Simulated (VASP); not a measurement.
Wanted: the native input for a VASP 6.6.1 run.

```yaml
Task: single point
Functional: PBEsol
Potentials_or_basis: VASP PAW PBE potentials, release 64 (Sc_sv, Al)
Cutoff: 520 eV
k_mesh: 9 × 9 × 9
Occupations: gaussian, width 0.05 eV
Spin: no spin polarisation
Dipole_correction: no
Further_INCAR_settings: ALGO = Normal; EDIFF = 1e-07; NBANDS = 14
```

The structure of ScAl lies in POSCAR:

```
ScAl
1.0
    3.2779647504      0.0000000000      0.0000000000
    0.0000000000      3.2779647504      0.0000000000
    0.0000000000      0.0000000000      3.2779647504
Sc Al
1 1
Direct
    0.5000000000      0.5000000000      0.5000000000
    0.0000000000      0.0000000000      0.0000000000
```

The input as run:

INCAR

```
PREC = Accurate
ENCUT = 520
EDIFF = 1E-7
ISMEAR = 0
SIGMA = 0.05
LREAL = False
LASPH = True
NELM = 60
ALGO = Normal
ISIF = 2
LWAVE = False
LCHARG = True
GGA = PS
LELF = True
LVHAR = True
NBANDS = 14
```

KPOINTS

```
Automatic mesh
0
Gamma
  9 9 9
```

Potentials or basis: VASP PAW PBE potentials, release 64 (Sc_sv, Al).

The run is started by

```bash
$ cat potpaw_PBE.64/Sc_sv/POTCAR potpaw_PBE.64/Al/POTCAR > POTCAR
$ mpirun -np 1 vasp_std > vasp.out
```

It gave:

```
Pressure               : 5.7 GPa
Band gap on the k mesh : zero (band 7 reaches 6.83 eV, above the bottom of band 8 at 6.19 eV)
```

Caveat: the PAW data sets were made with another functional, which shifts forces and pressure a little.

It took 16 s on 1 thread of AMD EPYC 7R13, with other jobs on the host, peak memory 0.12 GiB.
